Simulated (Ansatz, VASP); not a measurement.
## C: VASP beside Ansatz

INCAR

```
PREC = Accurate
ENCUT = 520
EDIFF = 1E-7
ISMEAR = 0
SIGMA = 0.05
LREAL = F
LASPH = T
NELM = 60
ALGO = Normal
ISIF = 2
LWAVE = F
LCHARG = F
GGA = PE
NBANDS = 31
```

File KPOINTS:

```
regular mesh
0
Gamma
  12 12 12
```

POSCAR

```
C
1.0
    1.2156920714      0.6764233519     10.3670139469
   -1.2156920714      0.6764233519     10.3670139469
    0.0000000000     -1.3528467038     10.3670139469
C
10
Direct
    0.0248257000      0.0248257000      0.0248257000
    0.9751743000      0.9751743000      0.9751743000
    0.1086810650      0.1086810650      0.1086810650
    0.8913189350      0.8913189350      0.8913189350
    0.1583663742      0.1583663742      0.1583663742
    0.8416336258      0.8416336258      0.8416336258
    0.3748589682      0.3748589682      0.3748589682
    0.6251410318      0.6251410318      0.6251410318
    0.4253192967      0.4253192967      0.4253192967
    0.5746807033      0.5746807033      0.5746807033
```

Input for Ansatz:

```yaml
crystal:
  lattice:
    - [1.2156920714, 0.6764233519, 10.3670139469]
    - [-1.2156920714, 0.6764233519, 10.3670139469]
    - [0.0, -1.3528467038, 10.3670139469]
  atoms:
    - { symbol: C, position: [0.0248257, 0.0248257, 0.0248257] }
    - { symbol: C, position: [0.9751743, 0.9751743, 0.9751743] }
    - { symbol: C, position: [0.108681065, 0.108681065, 0.108681065] }
    - { symbol: C, position: [0.891318935, 0.891318935, 0.891318935] }
    - { symbol: C, position: [0.1583663742, 0.1583663742, 0.1583663742] }
    - { symbol: C, position: [0.8416336258, 0.8416336258, 0.8416336258] }
    - { symbol: C, position: [0.3748589682, 0.3748589682, 0.3748589682] }
    - { symbol: C, position: [0.6251410318, 0.6251410318, 0.6251410318] }
    - { symbol: C, position: [0.4253192967, 0.4253192967, 0.4253192967] }
    - { symbol: C, position: [0.5746807033, 0.5746807033, 0.5746807033] }
basis:
  ecutwfc: 520.0
kpoints:
  mp_grid: { grid: [12, 12, 12] }
hamiltonian:
  xc: pbe
  pseudopotentials: { kind: paw, azcp: { folder: soft_1 } }
scf:
  occupations: { method: gaussian, width: 0.05 }
output:
  forces: true
  stress: true
  eigenvalues: true
```

Change from the starting cell: normal strain along x -0.0350, normal strain along y -0.0700.

Alike in both runs: task single point; functional PBE; k mesh 12 × 12 × 12; occupations gaussian, width 0.05 eV; no spin polarisation.

|  | VASP | Ansatz |
| --- | --- | --- |
| version | VASP 6.6.1 | Ansatz 0.2.0 |
| potentials or method | VASP PAW PBE potentials, release 64 (C), cutoff 520 eV | scalar-relativistic, plane waves, PAW |
| valence electrons in the cell | 40 | 40 |

Ansatz gave:

```
gap on the k mesh at the Fermi level (eV)                     : 4.16
least direct gap on the mesh (eV)                             : 4.16
pressure (GPa)                                                : 59.5
traceless stress, the component that is largest in VASP (GPa) : -53.44
rms of the force components (eV/Å)                            : 0.330
```

Problem. What did VASP give for the same quantities?

Solution. gap on the k mesh at the Fermi level (eV): 4.15; least direct gap on the mesh (eV): 4.15; pressure (GPa): 60.6; traceless stress, the component that is largest in VASP (GPa): -53.75; rms of the force components (eV/Å): 0.342.

Atom by atom the forces differ by 0.013 eV/Å (rms over components). Both programs put the cell under a high pressure, so it lies far from rest at this level. With one functional, cell and mesh, what is left measures potentials, basis and numerics.

Noted on VASP's run: the cell as given lies far from equilibrium.
